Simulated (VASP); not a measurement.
# IrO2 in VASP: single point with PBEsol

Aim: the single point of IrO2 with PBEsol.

Everything below comes from runs of VASP 6.6.1. Logs are shortened: lines on timing, memory, paths and dates and some standing lists are left out, and cuts for length are marked.

### Step 1. The cell of the first run

The cell holds a slab with vacuum, 18 atoms: a = 3.154 Å, b = 4.471 Å, c = 27.889 Å, α = 90.00°, β = 90.00°, γ = 90.00°.

### Step 2. Single point, PBEsol

Contents of INCAR:

```
PREC = Accurate ; ENCUT = 520
EDIFF = 1E-7 ; ISMEAR = 0
SIGMA = 0.1 ; LREAL = Auto
LASPH = True ; NELM = 80
ALGO = Normal ; ISIF = 2
LWAVE = False ; LCHARG = True
LDIPOL = True ; IDIPOL = 3
DIPOL = 0.5 0.5 0.500 ; GGA = PS
LELF = True ; LVHAR = True
LVACPOTAV = True ; NBANDS = 78
```

Contents of KPOINTS:

```
regular mesh
0
Gamma
  11 8 1
```

Contents of POSCAR:

```
IrO2
1.0
    3.1535737068      0.0000000000      0.0000000000
    0.0000000000      4.4714886299      0.0000000000
    0.0000000000      0.0000000000     27.8887801791
O Ir
12 6
Direct
    0.5000000000      0.1912180423      0.2689253510
    0.5000000000      0.8087819577      0.3302424324
    0.0000000000      0.3087819577      0.3490917944
    0.0000000000      0.6912180423      0.4104088757
    0.5000000000      0.1912180423      0.4292582377
    0.5000000000      0.8087819577      0.4905753190
    0.0000000000      0.3087819577      0.5094246810
    0.0000000000      0.6912180423      0.5707417623
    0.5000000000      0.1912180423      0.5895911243
    0.5000000000      0.8087819577      0.6509082056
    0.0000000000      0.3087819577      0.6697575676
    0.0000000000      0.6912180423      0.7310746490
    0.0000000000      0.0000000000      0.2995838917
    0.5000000000      0.5000000000      0.3797503350
    0.0000000000      0.0000000000      0.4599167783
    0.5000000000      0.5000000000      0.5400832217
    0.0000000000      0.0000000000      0.6202496650
    0.5000000000      0.5000000000      0.7004161083
```

Potentials or basis: VASP PAW PBE potentials, release 64 (O, Ir).

Command:

```bash
$ cat potpaw_PBE.64/O/POTCAR potpaw_PBE.64/Ir/POTCAR > POTCAR
$ mpirun -np 1 vasp_std > vasp.out
```

OUTCAR:

```text
PREC = Accurate
   ENCUT = 520
   EDIFF = 1E-7
   ISMEAR = 0
   LREAL = Auto
   LASPH = True
   NELM = 80
   ISIF = 2
   GGA = PS

 ion  position               nearest neighbor table
   1  0.500  0.191  0.269-  13 1.99  13 1.99
   2  0.500  0.809  0.330-  14 1.95  13 1.99  13 1.99
   3  0.000  0.309  0.349-  13 1.95  14 1.99  14 1.99
   4  0.000  0.691  0.410-  15 1.95  14 1.99  14 1.99
   5  0.500  0.191  0.429-  14 1.95  15 1.99  15 1.99
   6  0.500  0.809  0.491-  16 1.95  15 1.99  15 1.99
   7  0.000  0.309  0.509-  15 1.95  16 1.99  16 1.99
   8  0.000  0.691  0.571-  17 1.95  16 1.99  16 1.99
   9  0.500  0.191  0.590-  16 1.95  17 1.99  17 1.99
  10  0.500  0.809  0.651-  18 1.95  17 1.99  17 1.99
  11  0.000  0.309  0.670-  17 1.95  18 1.99  18 1.99
  12  0.000  0.691  0.731-  18 1.99  18 1.99
  13  0.000  0.000  0.300-   3 1.95   2 1.99   2 1.99   1 1.99   1 1.99
  14  0.500  0.500  0.380-   2 1.95   5 1.95   3 1.99   3 1.99   4 1.99   4 1.99
  15  0.000  0.000  0.460-   4 1.95   7 1.95   5 1.99   5 1.99   6 1.99   6 1.99
  16  0.500  0.500  0.540-   9 1.95   6 1.95   8 1.99   8 1.99   7 1.99   7 1.99
  17  0.000  0.000  0.620-  11 1.95   8 1.95  10 1.99  10 1.99   9 1.99   9 1.99
  18  0.500  0.500  0.700-  10 1.95  11 1.99  11 1.99  12 1.99  12 1.99

  LATTYP: Found a simple orthorhombic cell.
 ALAT       =     3.1535737068
 B/A-ratio  =     1.4179115650
 C/A-ratio  =     8.8435479149

  Lattice vectors:

 A1 = (   3.1535737068,   0.0000000000,   0.0000000000)
 A2 = (   0.0000000000,   4.4714886299,   0.0000000000)
 A3 = (   0.0000000000,   0.0000000000,  27.8887801791)

Analysis of symmetry for initial positions (statically):
=====================================================================
 Subroutine PRICEL returns:
 Original cell was already a primitive cell.

 Routine SETGRP: Setting up the symmetry group for a
 simple orthorhombic supercell.

 Subroutine GETGRP returns: Found  4 space group operations
 (whereof  2 operations were pure point group operations)
 out of a pool of  8 trial point group operations.

The static configuration has the point symmetry C_1h.
 The point group associated with its full space group is C_2v.

Analysis of symmetry for dynamics (positions and initial velocities):
=====================================================================
 Subroutine PRICEL returns:
 Original cell was already a primitive cell.

 Routine SETGRP: Setting up the symmetry group for a
 simple orthorhombic supercell.

 Subroutine GETGRP returns: Found  4 space group operations
 (whereof  2 operations were pure point group operations)
 out of a pool of  8 trial point group operations.

The dynamic configuration has the point symmetry C_1h.
 The point group associated with its full space group is C_2v.

 Subroutine INISYM returns: Found  4 space group operations
 (whereof  2 operations are pure point group operations),
 and found     1 'primitive' translations

----------------------------------------------------------------------------------------

                                     Primitive cell

  volume of cell :     393.2644

  direct lattice vectors                    reciprocal lattice vectors
     3.153573707  0.000000000  0.000000000     0.317100564  0.000000000  0.000000000
     0.000000000  4.471488630  0.000000000     0.000000000  0.223639169  0.000000000
     0.000000000  0.000000000 27.888780179     0.000000000  0.000000000  0.035856713

  length of vectors
     3.153573707  4.471488630 27.888780179     0.317100564  0.223639169  0.035856713

  position of ions in fractional coordinates (direct lattice)
     0.500000000  0.191218042  0.268925351
     0.500000000  0.808781958  0.330242432
     0.000000000  0.308781958  0.349091794
     0.000000000  0.691218042  0.410408876
     0.500000000  0.191218042  0.429258238
     0.500000000  0.808781958  0.490575319
[... 10 lines left out ...]
     0.000000000  0.000000000  0.620249665
     0.500000000  0.500000000  0.700416108

  ion indices of the primitive-cell ions
   primitive index   ion index
                 1           1
                 2           2
                 3           3
                 4           4
                 5           5
                 6           6
[... 10 lines left out ...]
                17          17
                18          18

----------------------------------------------------------------------------------------

 KPOINTS: regular mesh

Automatic generation of k-mesh.
 Grid dimensions read from file:
 generate k-points for:   11    8    1

 Generating k-lattice:

  Cartesian coordinates                     Fractional coordinates (reciprocal lattice)
     0.028827324  0.000000000  0.000000000     0.090909091  0.000000000  0.000000000
     0.000000000  0.027954896  0.000000000     0.000000000  0.125000000  0.000000000
     0.000000000  0.000000000  0.035856713     0.000000000  0.000000000  1.000000000

  Length of vectors
     0.028827324  0.027954896  0.035856713

  Shift w.r.t. Gamma in fractional coordinates (k-lattice)
     0.000000000  0.000000000  0.000000000

 Subroutine IBZKPT returns following result:
 ===========================================

 Found     30 irreducible k-points:

 Following reciprocal coordinates:
            Coordinates               Weight
  0.000000  0.000000  0.000000      1.000000
  0.090909  0.000000  0.000000      2.000000
  0.181818  0.000000  0.000000      2.000000
  0.272727  0.000000  0.000000      2.000000
  0.363636  0.000000  0.000000      2.000000
  0.454545  0.000000  0.000000      2.000000
[... 16 lines left out ...]
  0.363636  0.375000  0.000000      4.000000
  0.454545  0.375000  0.000000      4.000000
 [... further k-points ...]
   k-points           NKPTS =     30   k-points in BZ     NKDIM =     30   number of bands    NBANDS=     78
   number of dos      NEDOS =    301   number of ions     NIONS =     18
   total plane-waves  NPLWV = 181440
   dimension x,y,z NGX =    24 NGY =   36 NGZ =  210
   dimension x,y,z NGXF=    48 NGYF=   72 NGZF=  420
   ions per type =              12   6
   NGX,Y,Z   is equivalent  to a cutoff of  12.65, 13.38, 12.52 a.u.
   NGXF,Y,Z  is equivalent  to a cutoff of  25.30, 26.77, 25.04 a.u.
 SYSTEM =  unknown system
   PREC   = accura    normal or accurate (medium, high low for compatibility)
   ISTART =      0    job   : 0-new  1-cont  2-samecut
   ICHARG =      2    charge: 1-file 2-atom 10-const
   ISPIN  =      1    spin polarized calculation?
   LNONCOLLINEAR =      F non collinear calculations
   LSORBIT =      F    spin-orbit coupling
   LASPH  =      T    aspherical Exc in radial PAW
   ENCUT  =  520.0 eV  38.22 Ry    6.18 a.u.   5.86  8.31 51.85*2*pi/ulx,y,z
   NELM   =     80;   NELMIN=  2; NELMDL= -5     # of ELM steps
   EDIFF  = 0.1E-06   stopping-criterion for ELM
   LREAL  =      T    real-space projection
   EDIFFG = 0.1E-05   stopping-criterion for IOM
   NSW    =      0    number of steps for IOM
   IBRION =     -1    ionic relax: 0-MD 1-quasi-New 2-CG
   NFREE  =      0    steps in history (QN), initial steepest desc. (CG)
   ISIF   =      2    stress and relaxation
   ISYM   =      2    0-nonsym 1-usesym 2-fastsym
   POTIM  = 0.5000    time-step for ionic-motion
   TEBEG  =    0.0;   TEEND  =   0.0 temperature during run
   PSTRESS=    0.0 pullay stress
   NELECT =     126.0000    total number of electrons
   NUPDOWN=      -1.0000    fix difference up-down
   EMIN   =  10.00;   EMAX   =-10.00  energy-range for DOS
   EFERMI =   0.00;   METHOD = LEGACY
   ISMEAR =     0;   SIGMA  =   0.10  broadening in eV -4-tet -1-fermi 0-gaus
   EFERMI_NEDOS =   21; number of points for ismear=-14 and -15
   IALGO  =     38    algorithm
   IMIX   =      4    mixing-type and parameters
     AMIX     =   0.40;   BMIX     =  1.00
     AMIX_MAG =   1.60;   BMIX_MAG =  1.00
  volume/ion in A,a.u.               =      21.85       147.44
  Fermi-wavevector in a.u.,A,eV,Ry     =   1.120220  2.116910 17.073865  1.254894
  Thomas-Fermi vector in A             =   2.256865
   LORBIT       =      0    0 simple, 1 ext, 2 COOP (PROOUT), +10 PAW based schemes
   GGA     = PS    functional components
   LHFCALC =     F    Hartree Fock is set to
   AEXX    =    0.0000 exact exchange contribution
   IVDW    =     0    specifies the selected vdW correction
   LEPSILON=     F    determine dielectric tensor
   LRPA    =     F    only Hartree local field effects (RPA)
 non-spin polarized calculation
 Gauss-broadening in eV      SIGMA  =   0.10
  energy-cutoff  :      520.00
  volume of cell :      393.26
 maximum number of plane-waves:     10654
 NGX is ok and might be reduce to    24
   NGX = 11   NGY = 17   NGZ =103

 number of electron     125.9999994 magnetization

 dipolmoment           0.000000      0.000000     -0.000000 electrons x Angstroem

 Free energy of the ion-electron system (eV)
  ---------------------------------------------------
  ext. energy  EPLUGINS =         0.00000000
  ---------------------------------------------------
  free energy    TOTEN  =      -132.43028883 eV

  energy without entropy =     -132.38143635  energy(sigma->0) =     -132.40586259

 E-fermi :  -0.1126     XC(G=0):  -6.4907

 val. band max:       -0.1233187601   @ k =   0.0000   0.5000   0.0000
 cond. band min:      -0.0963425922   @ k =   0.3636   0.2500   0.0000
 fundamental gap:      0.0269761679
 Fermi energy:        -0.1125988620

 k-point     1 :       0.0000    0.0000    0.0000
  band No.  band energies     occupation
      1     -21.4126      2.00000
      2     -21.1417      2.00000
      3     -20.6853      2.00000
      4     -20.2784      2.00000
      5     -20.0438      2.00000
      6     -20.0350      2.00000
[... 67 lines left out ...]
     74       3.8763      0.00000
     75       3.9253      0.00000
[... 1792 lines left out ...]
     74       2.4794      0.00000
     75       3.7016      0.00000

 [... further k-points ...]

 [bands above 75 left out]

------------------------ aborting loop because EDIFF is reached ----------------------------------------

  FORCE on cell =-STRESS in cart. coord.  units (eV):
  Direction    XX          YY          ZZ          XY          YZ          ZX
  --------------------------------------------------------------------------------------
  -------------------------------------------------------------------------------------
  Total       -2.4428551     -0.8818696      0.9690876      0.0000000      0.0000000      0.0000000
  in kB       -9.9523045     -3.5927773      3.9481077      0.0000000      0.0000000      0.0000000
  external PRESSURE =      -3.1989914 kB  Pullay stress =       0.0000000 kB

 VOLUME and BASIS-vectors are now :
 -----------------------------------------------------------------------------
  energy-cutoff  :      520.00
  volume of cell :      393.26
      direct lattice vectors                 reciprocal lattice vectors
     3.153573707  0.000000000  0.000000000     0.317100564  0.000000000  0.000000000
     0.000000000  4.471488630  0.000000000     0.000000000  0.223639169  0.000000000
     0.000000000  0.000000000 27.888780179     0.000000000  0.000000000  0.035856713

 POSITION                                       TOTAL-FORCE (eV/Angst)
 -----------------------------------------------------------------------------------
      1.57679      0.85503      7.50000         0.000000     -1.173630      0.136276
      1.57679      3.61646      9.21006         0.000000     -0.586655     -0.382616
      0.00000      1.38072      9.73574         0.000000     -0.190208     -0.067545
      0.00000      3.09077     11.44580         0.000000      0.153901      0.160510
      1.57679      0.85503     11.97149         0.000000     -0.075058      0.032200
      1.57679      3.61646     13.68155         0.000000     -0.060308      0.079730
[... 10 lines left out ...]
      0.00000      0.00000     17.29801         0.000000      0.109101      0.388857
      1.57679      2.23574     19.53375         0.000000      1.828349     -0.243007
 -----------------------------------------------------------------------------------
    total drift:                                0.000000      0.002583      0.000000

  FREE ENERGIE OF THE ION-ELECTRON SYSTEM (eV)
  ---------------------------------------------------
  free  energy   TOTEN  =      -132.4302888333 eV

  energy  without entropy=     -132.3814363525  energy(sigma->0) =     -132.40586259

 vacuum level on the upper side and lower side of the slab         5.935         5.935
```

Wall time 22 min (1 thread of Intel Xeon 6975P-C (Granite Rapids), shared host); peak memory 0.78 GiB.

Results:

| Item | Value |
| --- | --- |
| Free energy | -132.4303 eV |
| Largest force | 1.844 eV/Å |
| Band gap on the k mesh | zero (bands 63 and 64 overlap by 0.58 eV) |

Forces in eV/Å, atoms in the order of the input:
```
O    0.000 -1.174  0.136
O    0.000 -0.587 -0.383
O    0.000 -0.190 -0.068
O    0.000  0.154  0.161
O    0.000 -0.075  0.032
O    0.000 -0.060  0.080
O    0.000 -0.060 -0.080
O    0.000 -0.075 -0.032
O    0.000  0.154 -0.161
O    0.000 -0.190  0.068
O    0.000 -0.587  0.383
O    0.000 -1.174 -0.136
Ir   0.000  1.828  0.243
Ir   0.000  0.109 -0.389
Ir   0.000 -0.005  0.054
Ir   0.000 -0.005 -0.054
Ir   0.000  0.109  0.389
Ir   0.000  1.828 -0.243
```

Levels at points of the mesh, in eV from the Fermi level:
| k point | band 60 | band 61 | band 62 | band 63 | band 64 | band 65 | band 66 | band 67 |
| --- | --- | --- | --- | --- | --- | --- | --- | --- |
| (0.00, 0.00, 0.00) | -1.23 | -0.88 | -0.85 | -0.43 | 0.25 | 0.40 | 0.53 | 0.81 |
| (0.00, 0.50, 0.00) | -0.88 | -0.26 | -0.26 | -0.01 | -0.01 | 0.29 | 0.29 | 0.86 |

Caveat: the PAW data sets were made with another functional, which shifts forces and pressure a little; spin-orbit coupling is left out, which moves the levels of the heavy elements.

The gap in the log of VASP goes by the Fermi energy; the results here count the filled bands.